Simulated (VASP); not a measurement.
# CaO (Pm-3m) in VASP: further runs

The runs below take CaO through relaxation of cell and atoms, with PBE.

Everything below comes from runs of VASP 6.6.1. Logs are shortened: lines on timing, memory, paths and dates and some standing lists are left out, and cuts for length are marked.

**1. The cell of the first run**

The structure is cubic, space group Pm-3m (No. 221). Conventional cell: a = 3.246 Å, b = 3.246 Å, c = 3.246 Å, α = 90.00°, β = 90.00°, γ = 90.00°. Ca (site symmetry m-3m) has 8 O at 2.81 Å and 6 Ca at 3.25 Å within 3.7 Å. Within 3.7 Å of O (site symmetry m-3m) lie 8 Ca at 2.81 Å and 6 O at 3.25 Å.

**2. Relaxation of cell and atoms, PBE**

INCAR reads:

```
SYSTEM = CaO
ALGO = Normal
EDIFF = 1E-7
EDIFFG = -0.04
ENCUT = 600
GGA = PE
IBRION = 2
ISIF = 3
ISMEAR = 0
LASPH = .True.
LCHARG = .False.
LREAL = .False.
LWAVE = .False.
NELM = 80
NSW = 90
PREC = Accurate
SIGMA = 0.1
```

KPOINTS reads:

```
k-points
0
Gamma
  6 6 6
  0 0 0
```

POSCAR reads:

```
CaO
1.0
    3.2456635600      0.0000000000      0.0000000000
    0.0000000000      3.2456635600      0.0000000000
    0.0000000000      0.0000000000      3.2456635600
Ca O
1 1
Direct
    0.0000000000      0.0000000000      0.0000000000
    0.5000000000      0.5000000000      0.5000000000
```

Potentials or basis: VASP PAW PBE potentials, release 64 (Ca_sv, O).

Run with:

```bash
> cat potpaw_PBE.64/Ca_sv/POTCAR potpaw_PBE.64/O/POTCAR > POTCAR
> mpirun -np 1 vasp_std > vasp.out
```

OUTCAR:

```text
SYSTEM = CaO
   EDIFF = 1E-7
   EDIFFG = -0.04
   ENCUT = 600
   GGA = PE
   IBRION = 2
   ISIF = 3
   ISMEAR = 0
   LASPH = .True.
   LREAL = .False.
   NELM = 80
   NSW = 90
   PREC = Accurate

 ion  position               nearest neighbor table
   1  0.000  0.000  0.000-
   2  0.500  0.500  0.500-

  LATTYP: Found a simple cubic cell.
 ALAT       =     3.2456635600

  Lattice vectors:

 A1 = (   3.2456635600,   0.0000000000,   0.0000000000)
 A2 = (   0.0000000000,   3.2456635600,   0.0000000000)
 A3 = (   0.0000000000,   0.0000000000,   3.2456635600)

Analysis of symmetry for initial positions (statically):
=====================================================================
 Subroutine PRICEL returns:
 Original cell was already a primitive cell.

 Routine SETGRP: Setting up the symmetry group for a
 simple cubic supercell.

 Subroutine GETGRP returns: Found 48 space group operations
[... 9 lines left out ...]

 Routine SETGRP: Setting up the symmetry group for a
 simple cubic supercell.

 Subroutine GETGRP returns: Found 48 space group operations
[... 11 lines left out ...]
                                     Primitive cell

  volume of cell :      34.1909

  direct lattice vectors                    reciprocal lattice vectors
     3.245663560  0.000000000  0.000000000     0.308103407  0.000000000  0.000000000
     0.000000000  3.245663560  0.000000000     0.000000000  0.308103407  0.000000000
     0.000000000  0.000000000  3.245663560     0.000000000  0.000000000  0.308103407

  length of vectors
     3.245663560  3.245663560  3.245663560     0.308103407  0.308103407  0.308103407

  position of ions in fractional coordinates (direct lattice)
     0.000000000  0.000000000  0.000000000
     0.500000000  0.500000000  0.500000000

  ion indices of the primitive-cell ions
   primitive index   ion index
                 1           1
                 2           2

----------------------------------------------------------------------------------------

 KPOINTS: k-points

Automatic generation of k-mesh.
 Grid dimensions read from file:
 generate k-points for:    6    6    6

 Generating k-lattice:

  Cartesian coordinates                     Fractional coordinates (reciprocal lattice)
     0.051350568  0.000000000  0.000000000     0.166666667  0.000000000  0.000000000
     0.000000000  0.051350568  0.000000000     0.000000000  0.166666667  0.000000000
     0.000000000  0.000000000  0.051350568     0.000000000  0.000000000  0.166666667

  Length of vectors
     0.051350568  0.051350568  0.051350568

  Shift w.r.t. Gamma in fractional coordinates (k-lattice)
     0.000000000  0.000000000  0.000000000

 Subroutine IBZKPT returns following result:
 ===========================================

 Found     20 irreducible k-points:

 Following reciprocal coordinates:
            Coordinates               Weight
  0.000000  0.000000  0.000000      1.000000
  0.166667  0.000000  0.000000      6.000000
  0.333333  0.000000  0.000000      6.000000
  0.500000  0.000000  0.000000      3.000000
  0.166667  0.166667  0.000000     12.000000
  0.333333  0.166667  0.000000     24.000000
[... 12 lines left out ...]
  0.500000  0.500000  0.333333      6.000000
  0.500000  0.500000  0.500000      1.000000
   k-points           NKPTS =     20   k-points in BZ     NKDIM =     20   number of bands    NBANDS=     12
   number of dos      NEDOS =    301   number of ions     NIONS =      2
   total plane-waves  NPLWV =  21952
   dimension x,y,z NGX =    28 NGY =   28 NGZ =   28
   dimension x,y,z NGXF=    56 NGYF=   56 NGZF=   56
   ions per type =               1   1
   NGX,Y,Z   is equivalent  to a cutoff of  14.34, 14.34, 14.34 a.u.
   NGXF,Y,Z  is equivalent  to a cutoff of  28.68, 28.68, 28.68 a.u.
 SYSTEM =  CaO
   PREC   = accura    normal or accurate (medium, high low for compatibility)
   ISTART =      0    job   : 0-new  1-cont  2-samecut
   ICHARG =      2    charge: 1-file 2-atom 10-const
   ISPIN  =      1    spin polarized calculation?
   LNONCOLLINEAR =      F non collinear calculations
   LSORBIT =      F    spin-orbit coupling
   LASPH  =      T    aspherical Exc in radial PAW
   ENCUT  =  600.0 eV  44.10 Ry    6.64 a.u.   6.48  6.48  6.48*2*pi/ulx,y,z
   NELM   =     80;   NELMIN=  2; NELMDL= -5     # of ELM steps
   EDIFF  = 0.1E-06   stopping-criterion for ELM
   LREAL  =      F    real-space projection
   EDIFFG = -.4E-01   stopping-criterion for IOM
   NSW    =     90    number of steps for IOM
   IBRION =      2    ionic relax: 0-MD 1-quasi-New 2-CG
   NFREE  =      1    steps in history (QN), initial steepest desc. (CG)
   ISIF   =      3    stress and relaxation
   ISYM   =      2    0-nonsym 1-usesym 2-fastsym
   POTIM  = 0.5000    time-step for ionic-motion
   TEBEG  =    0.0;   TEEND  =   0.0 temperature during run
   PSTRESS=    0.0 pullay stress
   NELECT =      16.0000    total number of electrons
   NUPDOWN=      -1.0000    fix difference up-down
   EMIN   =  10.00;   EMAX   =-10.00  energy-range for DOS
   EFERMI =   0.00;   METHOD = LEGACY
   ISMEAR =     0;   SIGMA  =   0.10  broadening in eV -4-tet -1-fermi 0-gaus
   EFERMI_NEDOS =   21; number of points for ismear=-14 and -15
   IALGO  =     38    algorithm
   IMIX   =      4    mixing-type and parameters
     AMIX     =   0.40;   BMIX     =  1.00
     AMIX_MAG =   1.60;   BMIX_MAG =  1.00
  volume/ion in A,a.u.               =      17.10       115.37
  Fermi-wavevector in a.u.,A,eV,Ry     =   1.270997  2.401837 21.979319  1.615434
  Thomas-Fermi vector in A             =   2.403954
   LORBIT       =      0    0 simple, 1 ext, 2 COOP (PROOUT), +10 PAW based schemes
   GGA     = PE    functional components
   LHFCALC =     F    Hartree Fock is set to
   AEXX    =    0.0000 exact exchange contribution
   IVDW    =     0    specifies the selected vdW correction
   LEPSILON=     F    determine dielectric tensor
   LRPA    =     F    only Hartree local field effects (RPA)
 conjugate gradient relaxation of ions
 non-spin polarized calculation
 Gauss-broadening in eV      SIGMA  =   0.10
  energy-cutoff  :      600.00
  volume of cell :       34.19
 maximum number of plane-waves:      1189
 NGX is ok and might be reduce to    28
   NGX = 13   NGY = 13   NGZ = 13

--------------------------------------- Ionic step        1  -------------------------------------------

 number of electron      16.0000004 magnetization

 Free energy of the ion-electron system (eV)
  ---------------------------------------------------
  ext. energy  EPLUGINS =         0.00000000
  ---------------------------------------------------
  free energy    TOTEN  =       -11.23746024 eV

  energy without entropy =      -11.23746024  energy(sigma->0) =      -11.23746024

 E-fermi :   2.6325     XC(G=0):  -9.6454

 val. band max:        2.1778004405   @ k =   0.5000   0.5000   0.0000
 cond. band min:       4.3968908462   @ k =   0.0000   0.0000   0.0000
 fundamental gap:      2.2190904056
 Fermi energy:         2.6324572525

 k-point     1 :       0.0000    0.0000    0.0000
  band No.  band energies     occupation
      1     -38.1258      2.00000
      2     -18.8889      2.00000
      3     -18.8889      2.00000
      4     -18.8889      2.00000
      5     -13.3982      2.00000
      6       1.8829      2.00000
      7       1.8829      2.00000
      8       1.8829      2.00000
      9       4.3969      0.00000
     10       4.8553      0.00000
     11       4.8553      0.00000
     12       8.7370      0.00000

 k-point     2 :       0.1667    0.0000    0.0000
  band No.  band energies     occupation
      1     -38.1143      2.00000
      2     -19.0134      2.00000
      3     -18.8788      2.00000
      4     -18.8788      2.00000
      5     -13.2946      2.00000
      6       0.9267      2.00000
      7       1.8367      2.00000
      8       1.8367      2.00000
      9       5.0007      0.00000
     10       5.3004      0.00000
     11       5.6369      0.00000
     12       8.6374      0.00000

 k-point     3 :       0.3333    0.0000    0.0000
  band No.  band energies     occupation
      1     -38.0913      2.00000
      2     -19.2516      2.00000
      3     -18.8584      2.00000
      4     -18.8584      2.00000
      5     -13.0897      2.00000
      6      -0.2683      2.00000
      7       1.7384      2.00000
      8       1.7384      2.00000
      9       5.3207      0.00000
     10       6.8908      0.00000
     11       7.1409      0.00000
     12       8.4796      0.00000
[... 294 lines left out ...]
  FORCE on cell =-STRESS in cart. coord.  units (eV):
  Direction    XX          YY          ZZ          XY          YZ          ZX
  --------------------------------------------------------------------------------------
  -------------------------------------------------------------------------------------
  Total       -0.4199100     -0.4199100     -0.4199100      0.0000000      0.0000000      0.0000000
  in kB      -25.8436121    -25.8436121    -25.8436121      0.0000000      0.0000000      0.0000000
  external PRESSURE =     -25.8436121 kB  Pullay stress =       0.0000000 kB

 VOLUME and BASIS-vectors are now :
 -----------------------------------------------------------------------------
  energy-cutoff  :      600.00
  volume of cell :       26.03
      direct lattice vectors                 reciprocal lattice vectors
     2.963724681  0.000000000  0.000000000     0.337413258 -0.000000000 -0.000000000
     0.000000000  2.963724681  0.000000000    -0.000000000  0.337413258  0.000000000
     0.000000000 -0.000000000  2.963724681    -0.000000000  0.000000000  0.337413258

 POSITION                                       TOTAL-FORCE (eV/Angst)
 -----------------------------------------------------------------------------------
      0.00000      0.00000      0.00000        -0.000000      0.000000      0.000000
      1.48186      1.48186      1.48186         0.000000     -0.000000      0.000000
 -----------------------------------------------------------------------------------
    total drift:                                0.000000      0.000000      0.000000

  FREE ENERGIE OF THE ION-ELECTRON SYSTEM (eV)
  ---------------------------------------------------
  free  energy   TOTEN  =       -11.8363461413 eV

  energy  without entropy=      -11.8363461413  energy(sigma->0) =      -11.83634614

--------------------------------------- Ionic step        3  -------------------------------------------

 number of electron      15.9999998 magnetization

 Free energy of the ion-electron system (eV)
  ---------------------------------------------------
  ext. energy  EPLUGINS =         0.00000000
  ---------------------------------------------------
  free energy    TOTEN  =       -11.84171042 eV

  energy without entropy =      -11.84171042  energy(sigma->0) =      -11.84171042

 E-fermi :   4.3678     XC(G=0): -11.0657

 val. band max:        3.9217986623   @ k =   0.5000   0.5000   0.0000
 cond. band min:       6.6914522652   @ k =   0.0000   0.0000   0.0000
 fundamental gap:      2.7696536029
 Fermi energy:         4.3677626893

 k-point     1 :       0.0000    0.0000    0.0000
  band No.  band energies     occupation
      1     -35.4688      2.00000
      2     -15.9654      2.00000
      3     -15.9654      2.00000
      4     -15.9654      2.00000
      5     -12.4136      2.00000
      6       3.6122      2.00000
      7       3.6122      2.00000
      8       3.6122      2.00000
      9       6.6915      0.00000
     10       6.6915      0.00000
     11       8.7204      0.00000
     12      12.1375      0.00000

 k-point     2 :       0.1667    0.0000    0.0000
  band No.  band energies     occupation
      1     -35.4323      2.00000
      2     -16.3490      2.00000
      3     -15.9376      2.00000
      4     -15.9376      2.00000
      5     -12.1103      2.00000
      6       2.4557      2.00000
      7       3.5044      2.00000
      8       3.5044      2.00000
      9       6.9006      0.00000
     10       7.7675      0.00000
     11       9.7810      0.00000
     12      12.0285      0.00000

 k-point     3 :       0.3333    0.0000    0.0000
  band No.  band energies     occupation
      1     -35.3582      2.00000
      2     -17.0009      2.00000
      3     -15.8815      2.00000
      4     -15.8815      2.00000
      5     -11.5836      2.00000
      6       0.8717      2.00000
      7       3.2791      2.00000
      8       3.2791      2.00000
      9       7.3712      0.00000
     10       9.8424      0.00000
     11      11.7883      0.00000
     12      11.8808      0.00000
[... 258 lines left out ...]
  FORCE on cell =-STRESS in cart. coord.  units (eV):
  Direction    XX          YY          ZZ          XY          YZ          ZX
  --------------------------------------------------------------------------------------
  -------------------------------------------------------------------------------------
  Total       -0.0254481     -0.0254481     -0.0254481     -0.0000000     -0.0000000     -0.0000000
  in kB       -1.6039831     -1.6039831     -1.6039831     -0.0000000     -0.0000000     -0.0000000
  external PRESSURE =      -1.6039831 kB  Pullay stress =       0.0000000 kB

 VOLUME and BASIS-vectors are now :
 -----------------------------------------------------------------------------
  energy-cutoff  :      600.00
  volume of cell :       25.42
      direct lattice vectors                 reciprocal lattice vectors
     2.940281525  0.000000000  0.000000000     0.340103487 -0.000000000 -0.000000000
     0.000000000  2.940281525  0.000000000    -0.000000000  0.340103487  0.000000000
     0.000000000 -0.000000000  2.940281525    -0.000000000  0.000000000  0.340103487

 POSITION                                       TOTAL-FORCE (eV/Angst)
 -----------------------------------------------------------------------------------
      0.00000      0.00000      0.00000        -0.000000      0.000000      0.000000
      1.47014      1.47014      1.47014         0.000000     -0.000000      0.000000
 -----------------------------------------------------------------------------------
    total drift:                                0.000000      0.000000      0.000000

  FREE ENERGIE OF THE ION-ELECTRON SYSTEM (eV)
  ---------------------------------------------------
  free  energy   TOTEN  =       -11.8417104162 eV

  energy  without entropy=      -11.8417104162  energy(sigma->0) =      -11.84171042

 reached required accuracy - stopping structural energy minimisation
```

Wall time 21 s (1 thread of Intel Xeon Platinum 8375C at 2.90GHz (Ice Lake), shared host); peak memory 0.17 GiB.

What came out:

- Free energy: -11.8417 eV
- Relaxed volume: 12.71 Å³/atom
- Relaxed cell: a = 2.940 Å, b = 2.940 Å, c = 2.940 Å, α = 90.00°, β = 90.00°, γ = 90.00°
- Space group after relaxing (to 0.05 Å): Pm-3m (No. 221)
- Energy gained by relaxing: 302.1 meV/atom
- Ionic steps: 3
- Pressure after relaxing: -0.2 GPa
- Band gap on the k mesh: 2.77 eV, indirect (least direct gap 3.08 eV)

Step by step:
| step | energy change (eV) | largest force (eV/Å) | pressure (GPa) | volume (Å³) |
| --- | --- | --- | --- | --- |
| 1 | 0.0000 | 0.0000 | -16.88 | 34.19 |
| 2 | -0.5989 | 0.0000 | -2.58 | 26.03 |
| 3 | -0.6043 | 0.0000 | -0.16 | 25.42 |

Final structure:
```
CELL_PARAMETERS angstrom
2.94028 0.00000 0.00000
0.00000 2.94028 0.00000
0.00000 0.00000 2.94028
ATOMIC_POSITIONS crystal
Ca 0.00000 0.00000 0.00000
O 0.50000 0.50000 0.50000
```

Caveat: the volume moved by over 15 % at a fixed basis, so the end points are rough. A k mesh can miss the band edges.

[end of part 1 of 2]
